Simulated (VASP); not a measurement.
# MoS2 (P1) in VASP: single point with PBE+D3(BJ)

Aim: the single point of MoS2 with PBE+D3(BJ).

All numbers are computed with VASP 6.6.1; they aren't measurements. Logs are shortened: lines on timing, memory, paths and dates and some standing lists are left out, and cuts for length are marked.

## 1. The cell of the first run

The typed cell holds 9 atoms: a = 3.153 Å, b = 3.153 Å, c = 18.043 Å, α = 85.82°, β = 86.66°, γ = 60.00°.

## 2. Single point, PBE+D3(BJ) (the part above a cut slid along it)

Input file INCAR:

```
  ALGO = Normal
  EDIFF = 1E-6
  ENCUT = 520
  GGA = PE
  ISIF = 2
  ISMEAR = 0
  IVDW = 12
  LASPH = T
  LCHARG = T
  LELF = T
  LREAL = F
  LVHAR = T
  LWAVE = F
  NBANDS = 49
  NELM = 80
  PREC = Accurate
  SIGMA = 0.05
```

Input file KPOINTS:

```
k-points
0
Gamma
  10 10 2
```

Input file POSCAR:

```
MoS2
1.0
   -1.5764743774     -2.7305337185      0.0000000000
    1.5764743774     -2.7305337185      0.0000000000
    0.2627457296     -1.3652668593     17.9896049492
Mo S
3 6
Direct
    0.8816471214      0.7632942428      0.7101172715
    0.3260915659      0.3188497984      0.0434506048
    0.6038693436      0.5410720206      0.3767839382
    0.9227234789      0.8454469579      0.4636591264
    0.2005012567      0.0676691801      0.7969924598
    0.6449457011      0.6232247356      0.1303257931
    0.9516960663      0.9033921326      0.2898236021
    0.2294738441      0.1256143549      0.6231569354
    0.5072516219      0.3478365771      0.9564902687
```

Potentials or basis: VASP PAW PBE potentials, release 64 (Mo_sv, S).

Command:

```sh
$ cat potpaw_PBE.64/Mo_sv/POTCAR potpaw_PBE.64/S/POTCAR > POTCAR
$ mpirun -np 1 vasp_std > vasp.out
```

OUTCAR:

```text
EDIFF = 1E-6
   ENCUT = 520
   GGA = PE
   ISIF = 2
   ISMEAR = 0
   IVDW = 12
   LASPH = T
   LREAL = F
   NELM = 80
   PREC = Accurate
 IVDW          = 12

 ion  position               nearest neighbor table
   1  0.882  0.763  0.710-   5 2.40   5 2.40   5 2.40   8 2.40   8 2.40   8 2.40
   2  0.326  0.319  0.043-   9 1.65   6 2.40   6 2.40   6 2.40   9 3.06
   3  0.604  0.541  0.377-   4 2.40   4 2.40   4 2.40   7 2.40   7 2.40   7 2.40
   4  0.923  0.845  0.464-   3 2.40   3 2.40   3 2.40
   5  0.201  0.068  0.797-   1 2.40   1 2.40   1 2.40
   6  0.645  0.623  0.130-   2 2.40   2 2.40   2 2.40
   7  0.952  0.903  0.290-   3 2.40   3 2.40   3 2.40
   8  0.229  0.126  0.623-   1 2.40   1 2.40   1 2.40
   9  0.507  0.348  0.956-   2 1.65   2 3.06

  LATTYP: Found a triclinic cell.
 ALAT       =     3.1529487548
 B/A-ratio  =     1.0000000000
 C/A-ratio  =     5.7950114549
 COS(alpha) =     0.0143801844
 COS(beta)  =     0.1581820284
 COS(gamma) =     0.5000000000

  Lattice vectors:

 A1 = (   3.1529487548,   0.0000000000,   0.0000000000)
 A2 = (   1.5764743774,  -2.7305337185,   0.0000000000)
 A3 = (   2.8902030252,   1.3652668593, -17.9896049492)

Analysis of symmetry for initial positions (statically):
=====================================================================
 Subroutine PRICEL returns:
 Original cell was already a primitive cell.

 Routine SETGRP: Setting up the symmetry group for a
 triclinic supercell.

 Subroutine GETGRP returns: Found  1 space group operations
 (whereof  1 operations were pure point group operations)
 out of a pool of  2 trial point group operations.

The static configuration has the point symmetry C_1 .

Analysis of symmetry for dynamics (positions and initial velocities):
=====================================================================
 Subroutine PRICEL returns:
 Original cell was already a primitive cell.

 Routine SETGRP: Setting up the symmetry group for a
 triclinic supercell.

 Subroutine GETGRP returns: Found  1 space group operations
 (whereof  1 operations were pure point group operations)
 out of a pool of  2 trial point group operations.

The dynamic configuration has the point symmetry C_1 .

 Subroutine INISYM returns: Found  1 space group operations
 (whereof  1 operations are pure point group operations),
 and found     1 'primitive' translations

----------------------------------------------------------------------------------------

                                     Primitive cell

  volume of cell :     154.8767

  direct lattice vectors                    reciprocal lattice vectors
    -1.576474377 -2.730533718  0.000000000    -0.317163417 -0.183114384 -0.009264610
     1.576474377 -2.730533718  0.000000000     0.317163417 -0.183114384 -0.018529219
     0.262745730 -1.365266859 17.989604949     0.000000000  0.000000000  0.055587658

  length of vectors
     3.152948755  3.152948755 18.043250127     0.366345934  0.366697208  0.055587658

  position of ions in fractional coordinates (direct lattice)
     0.881647121  0.763294243  0.710117272
     0.326091566  0.318849798  0.043450605
     0.603869344  0.541072021  0.376783938
     0.922723479  0.845446958  0.463659126
     0.200501257  0.067669180  0.796992460
     0.644945701  0.623224736  0.130325793
     0.951696066  0.903392133  0.289823602
     0.229473844  0.125614355  0.623156935
     0.507251622  0.347836577  0.956490269

  ion indices of the primitive-cell ions
   primitive index   ion index
                 1           1
                 2           2
                 3           3
                 4           4
                 5           5
                 6           6
                 7           7
                 8           8
                 9           9

----------------------------------------------------------------------------------------

 KPOINTS: k-points

Automatic generation of k-mesh.
 Grid dimensions read from file:
 generate k-points for:   10   10    2

 Generating k-lattice:

  Cartesian coordinates                     Fractional coordinates (reciprocal lattice)
    -0.031716342 -0.018311438 -0.000926461     0.100000000  0.000000000  0.000000000
     0.031716342 -0.018311438 -0.001852922     0.000000000  0.100000000 -0.000000000
     0.000000000  0.000000000  0.027793829     0.000000000  0.000000000  0.500000000

  Length of vectors
     0.036634593  0.036669721  0.027793829

  Shift w.r.t. Gamma in fractional coordinates (k-lattice)
     0.000000000  0.000000000  0.000000000

 Subroutine IBZKPT returns following result:
 ===========================================

 Found    104 irreducible k-points:

 Following reciprocal coordinates:
            Coordinates               Weight
  0.000000  0.000000  0.000000      1.000000
  0.100000  0.000000  0.000000      2.000000
  0.200000  0.000000  0.000000      2.000000
  0.300000 -0.000000 -0.000000      2.000000
  0.400000 -0.000000 -0.000000      2.000000
  0.500000  0.000000 -0.000000      1.000000
[... 16 lines left out ...]
 -0.400000  0.200000  0.000000      2.000000
 -0.300000  0.200000  0.000000      2.000000
 [... further k-points ...]
   k-points           NKPTS =    104   k-points in BZ     NKDIM =    104   number of bands    NBANDS=     49
   number of dos      NEDOS =    301   number of ions     NIONS =      9
   total plane-waves  NPLWV =  80640
   dimension x,y,z NGX =    24 NGY =   24 NGZ =  140
   dimension x,y,z NGXF=    48 NGYF=   48 NGZF=  280
   ions per type =               3   6
   NGX,Y,Z   is equivalent  to a cutoff of  12.65, 12.65, 12.90 a.u.
   NGXF,Y,Z  is equivalent  to a cutoff of  25.31, 25.31, 25.80 a.u.
 SYSTEM =  unknown system
   PREC   = accura    normal or accurate (medium, high low for compatibility)
   ISTART =      0    job   : 0-new  1-cont  2-samecut
   ICHARG =      2    charge: 1-file 2-atom 10-const
   ISPIN  =      1    spin polarized calculation?
   LNONCOLLINEAR =      F non collinear calculations
   LSORBIT =      F    spin-orbit coupling
   LASPH  =      T    aspherical Exc in radial PAW
   ENCUT  =  520.0 eV  38.22 Ry    6.18 a.u.   5.86  5.86 33.55*2*pi/ulx,y,z
   NELM   =     80;   NELMIN=  2; NELMDL= -5     # of ELM steps
   EDIFF  = 0.1E-05   stopping-criterion for ELM
   LREAL  =      F    real-space projection
   EDIFFG = 0.1E-04   stopping-criterion for IOM
   NSW    =      0    number of steps for IOM
   IBRION =     -1    ionic relax: 0-MD 1-quasi-New 2-CG
   NFREE  =      0    steps in history (QN), initial steepest desc. (CG)
   ISIF   =      2    stress and relaxation
   ISYM   =      2    0-nonsym 1-usesym 2-fastsym
   POTIM  = 0.5000    time-step for ionic-motion
   TEBEG  =    0.0;   TEEND  =   0.0 temperature during run
   PSTRESS=    0.0 pullay stress
   NELECT =      78.0000    total number of electrons
   NUPDOWN=      -1.0000    fix difference up-down
   EMIN   =  10.00;   EMAX   =-10.00  energy-range for DOS
   EFERMI =   0.00;   METHOD = LEGACY
   ISMEAR =     0;   SIGMA  =   0.05  broadening in eV -4-tet -1-fermi 0-gaus
   EFERMI_NEDOS =   21; number of points for ismear=-14 and -15
   IALGO  =     38    algorithm
   IMIX   =      4    mixing-type and parameters
     AMIX     =   0.40;   BMIX     =  1.00
     AMIX_MAG =   1.60;   BMIX_MAG =  1.00
  volume/ion in A,a.u.               =      17.21       116.13
  Fermi-wavevector in a.u.,A,eV,Ry     =   1.302500  2.461368 23.082362  1.696506
  Thomas-Fermi vector in A             =   2.433564
   LORBIT       =      0    0 simple, 1 ext, 2 COOP (PROOUT), +10 PAW based schemes
   GGA     = PE    functional components
   LHFCALC =     F    Hartree Fock is set to
   AEXX    =    0.0000 exact exchange contribution
   IVDW    =    12    specifies the selected vdW correction
   LEPSILON=     F    determine dielectric tensor
   LRPA    =     F    only Hartree local field effects (RPA)
 non-spin polarized calculation
 Gauss-broadening in eV      SIGMA  =   0.05
  energy-cutoff  :      520.00
  volume of cell :      154.88
 maximum number of plane-waves:      4196
   NGX = 11   NGY = 11   NGZ = 67

 number of electron      78.0000002 magnetization

 Free energy of the ion-electron system (eV)
  ---------------------------------------------------
  ext. energy  EPLUGINS =         0.00000000
  ---------------------------------------------------
  free energy    TOTEN  =       -56.78807238 eV

  energy without entropy =      -56.78807054  energy(sigma->0) =      -56.78807146

 E-fermi :   8.4533     XC(G=0): -11.0130

 val. band max:        8.3292764317   @ k =   0.1000   0.3000   0.0000
 cond. band min:       8.5743789994   @ k =   0.1000   0.3000   0.5000
 fundamental gap:      0.2451025677
 Fermi energy:         8.4533387918

 k-point     1 :       0.0000    0.0000    0.0000
  band No.  band energies     occupation
      1     -53.7377      2.00000
      2     -53.4239      2.00000
      3     -53.0711      2.00000
      4     -28.7490      2.00000
      5     -27.9042      2.00000
      6     -27.6622      2.00000
[... 41 lines left out ...]
     48      10.4552      0.00000
     49      10.4780      0.00000

 k-point     2 :       0.1000    0.0000    0.0000
  band No.  band energies     occupation
      1     -53.7337      2.00000
      2     -53.4199      2.00000
      3     -53.0671      2.00000
      4     -28.7455      2.00000
      5     -27.8963      2.00000
      6     -27.7023      2.00000
[... 41 lines left out ...]
     48      10.3462      0.00000
     49      10.4880      0.00000

 k-point     3 :       0.2000    0.0000    0.0000
  band No.  band energies     occupation
      1     -53.7231      2.00000
      2     -53.4093      2.00000
      3     -53.0568      2.00000
      4     -28.7368      2.00000
      5     -27.8756      2.00000
      6     -27.8063      2.00000
[... 1081 lines left out ...]
     48      11.0165      0.00000
     49      11.8598      0.00000

 k-point    24 :      -0.3000    0.2000    0.0000
  band No.  band energies     occupation
      1     -53.6952      2.00000
      2     -53.3814      2.00000
      3     -53.0299      2.00000
      4     -28.7093      2.00000
      5     -28.0060      2.00000
      6     -27.8246      2.00000
[... 41 lines left out ...]
     48      10.9327      0.00000
     49      11.8131      0.00000

 [... further k-points ...]

------------------------ aborting loop because EDIFF is reached ----------------------------------------

 Edisp (eV)   -3.97186

 E8    (eV) :    -1.6043

  FORCE on cell =-STRESS in cart. coord.  units (eV):
  Direction    XX          YY          ZZ          XY          YZ          ZX
  --------------------------------------------------------------------------------------
  -------------------------------------------------------------------------------------
  Total       4.85481     5.61094    51.75838     3.04637    15.47314     8.70258
  in kB      50.22231    58.04436   535.43308    31.51422   160.06746    90.02691
  external pressure =      214.57 kB  Pullay stress =        0.00 kB

 VOLUME and BASIS-vectors are now :
 -----------------------------------------------------------------------------
  energy-cutoff  :      520.00
  volume of cell :      154.88
      direct lattice vectors                 reciprocal lattice vectors
    -1.576474377 -2.730533718  0.000000000    -0.317163417 -0.183114384 -0.009264610
     1.576474377 -2.730533718  0.000000000     0.317163417 -0.183114384 -0.018529219
     0.262745730 -1.365266859 17.989604949     0.000000000  0.000000000  0.055587658

 POSITION                                       TOTAL-FORCE (eV/Angst)
 -----------------------------------------------------------------------------------
     -0.00000     -5.46107     12.77473        -0.003173     -0.009763      0.013821
     -0.00000     -1.82036      0.78166         4.641468      8.043350     32.290633
      0.00000     -3.64071      6.77819        -0.001760      0.003671      0.028053
      0.00000     -5.46107      8.34104        -0.000853      0.000181     -0.031121
      0.00000     -1.82036     14.33758        -0.004250     -0.014717      0.036125
      0.00000     -3.64071      2.34451         0.454302      0.876189      0.490018
     -0.00000     -5.46107      5.21381         0.002181      0.004426     -0.019141
      0.00000     -1.82036     11.21035        -0.000449     -0.001588     -0.010838
      0.00000     -3.64071     17.20688        -5.087466     -8.901749    -32.797549
 -----------------------------------------------------------------------------------
    total drift:                               -0.000033      0.000098      0.000100

  FREE ENERGIE OF THE ION-ELECTRON SYSTEM (eV)
  ---------------------------------------------------
  free  energy   TOTEN  =       -60.7599321211 eV

  energy  without entropy=      -60.7599302803  energy(sigma->0) =      -60.75993120
```

It took 30 min on 1 thread of Oxide Virtual Turin-like, shared host; peak memory 0.64 GiB.

Results:

```yaml
Free_energy: -60.7599 eV
Pressure: 21.5 GPa
Largest_force: 34.363 eV/Å
Band_gap_on_the_k_mesh: 0.25 eV (least direct gap 0.26 eV)
Dispersion_energy_per_atom: -0.441 eV
```

Forces on the atoms (eV/Å):
```
Mo   -0.003  -0.010   0.014
Mo    4.641   8.043  32.291
Mo   -0.002   0.004   0.028
S    -0.001   0.000  -0.031
S    -0.004  -0.015   0.036
S     0.454   0.876   0.490
S     0.002   0.004  -0.019
S     0.000  -0.002  -0.011
S    -5.087  -8.902 -32.798
```

Stress tensor (GPa, compression positive):
```
 5.02  3.15  9.00
 3.15  5.80 16.01
 9.00 16.01 53.54
```

Levels at points of the mesh, in eV from the valence-band top:
```csv
k point,band 36,band 37,band 38,band 39,band 40,band 41,band 42,band 43
"(0.00, 0.00, 0.00)",-1.51,-1.09,-0.64,-0.11,0.71,1.54,1.55,1.75
"(0.50, 0.00, 0.00)",-1.91,-1.85,-1.59,-1.21,1.10,1.42,1.55,1.60
"(0.00, 0.50, 0.00)",-1.88,-1.67,-1.44,-0.39,1.10,1.28,1.42,1.58
"(0.50, 0.50, 0.00)",-1.88,-1.65,-1.49,-0.63,1.10,1.24,1.42,1.61
"(0.00, 0.00, 0.50)",-1.80,-1.32,-0.47,-0.14,0.71,1.54,1.55,1.75
"(0.50, 0.00, 0.50)",-1.92,-1.85,-1.59,-1.21,1.10,1.42,1.53,1.62
"(0.00, 0.50, 0.50)",-1.88,-1.69,-1.43,-0.39,1.10,1.29,1.42,1.57
"(0.50, 0.50, 0.50)",-1.89,-1.63,-1.50,-0.63,1.10,1.23,1.42,1.62
```

Caveat: the cell differs from its parent crystal (the part above a cut slid along it); atoms lie so close that the PAW spheres overlap strongly, which falsifies energies and pressures; the stress differs along the axes, from 5 to 54 GPa; semilocal functionals underestimate gaps, and a narrow one can read as zero; forces of over 1 eV/Å act on the atoms, so gaps and moduli don't describe the material at rest.
